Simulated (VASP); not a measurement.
Write the native input for VASP 6.6.1 that does the following.

* Task: single point
* Functional: LDA
* Potentials or basis: VASP PAW LDA potentials, release 64 (Ir_sv_GW)
* Cutoff: 560 eV
* k mesh: 19 × 19 × 19
* Occupations: fermi-dirac, width 0.08 eV
* Spin: no spin polarisation
* Dipole correction: no
* Further INCAR settings: ALGO = Normal; EDIFF = 1e-06; NBANDS = 14

The structure of Ir lies in POSCAR:

```
Ir
1.0
    0.0000000000      1.8264282417      1.8264282417
    1.8264282417      0.0000000000      1.8264282417
    1.8264282417      1.8264282417      0.0000000000
Ir
1
Direct
    0.0000000000      0.0000000000      0.0000000000
```

One way to write it, as run:

INCAR

```
SYSTEM = Ir
  PREC = Accurate
  ENCUT = 560
  EDIFF = 1E-6
  ISMEAR = -1
  SIGMA = 0.08
  LREAL = .False.
  LASPH = .True.
  NELM = 120
  ALGO = Normal
  ISIF = 2
  LWAVE = .False.
  LCHARG = .True.
  GGA = CA
  LELF = .True.
  LVHAR = .True.
  NBANDS = 14
  GGA_COMPAT = .False.
```

KPOINTS

```
regular mesh
0
Gamma
  19 19 19
  0 0 0
```

Potentials or basis: VASP PAW LDA potentials, release 64 (Ir_sv_GW).

The run is started by

```sh
$ cat potpaw_LDA.64/Ir_sv_GW/POTCAR > POTCAR
$ mpirun -np 1 vasp_std > vasp.out
```

It gave:

```json
{"Pressure": "71.0 GPa", "Band gap on the k mesh": "zero (an odd number of electrons rules out a gap without spin polarisation)"}
```

Caveat: the cell stands under pressure; spin-orbit coupling is left out, which moves the levels of the heavy elements.

Wall time 44 s on 1 thread of AMD EPYC 7R13 Processor (Zen 3) (shared host), peak memory 0.13 GiB.
